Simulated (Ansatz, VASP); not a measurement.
## One calculation of Pt, two programs

File INCAR:

```
PREC = Accurate
ENCUT = 520
EDIFF = 1E-7
ISMEAR = 0
SIGMA = 0.15
LREAL = False
LASPH = True
NELM = 100
ALGO = Fast
ISIF = 2
LWAVE = False
LCHARG = False
GGA = PE
NBANDS = 11
```

The input KPOINTS:

```
Automatic mesh
0
Gamma
  20 20 20
```

Contents of POSCAR:

```
Pt
1.0
    0.0000000000      2.0557950000      1.9089525000
    2.0557950000      0.0000000000      1.9089525000
    2.0557950000      2.0557950000      0.0000000000
Pt
1
Direct
    0.0000000000      0.0000000000      0.0000000000
```

Input for Ansatz:

```yaml
crystal:
  lattice:
    - [0.0, 2.055795, 1.9089525]
    - [2.055795, 0.0, 1.9089525]
    - [2.055795, 2.055795, 0.0]
  atoms:
    - { symbol: Pt, position: [0.0, 0.0, 0.0] }
basis:
  ecutwfc: 420
kpoints:
  mp_grid: { grid: [20, 20, 20] }
hamiltonian:
  xc: pbe
scf:
  occupations: { method: gaussian, width: 0.15 }
output:
  forces: true
  stress: true
  eigenvalues: true
```

Change from the starting cell: strain +0.050 along x and y, -0.025 along z, atoms carried along.

Alike in both runs: task single point; functional PBE; k mesh 20 × 20 × 20; occupations gaussian, width 0.15 eV; no spin polarisation.

|  | VASP | Ansatz |
| --- | --- | --- |
| version | VASP 6.6.1 | Ansatz 0.2.0 |
| potentials or method | VASP PAW PBE potentials, release 64 (Pt), cutoff 520 eV | scalar-relativistic, plane waves, PAW |
| valence electrons in the cell | 10 | 18 |

|  | VASP | Ansatz | Ansatz less VASP |
| --- | --- | --- | --- |
| gap on the k mesh at the Fermi level (eV) | none | none | - |
| pressure (GPa) | -7.0 | -6.6 | +0.41 |
| traceless stress, the component that is largest in VASP (GPa) | 2.48 | 2.50 | +0.018 |

A gap of «none» marks a metal or a gap that the smearing closes. VASP's potentials hold 10 valence electrons a cell and Ansatz's 18, so a difference there can come from the potentials and not from the codes.

Neither program's run includes spin-orbit coupling.
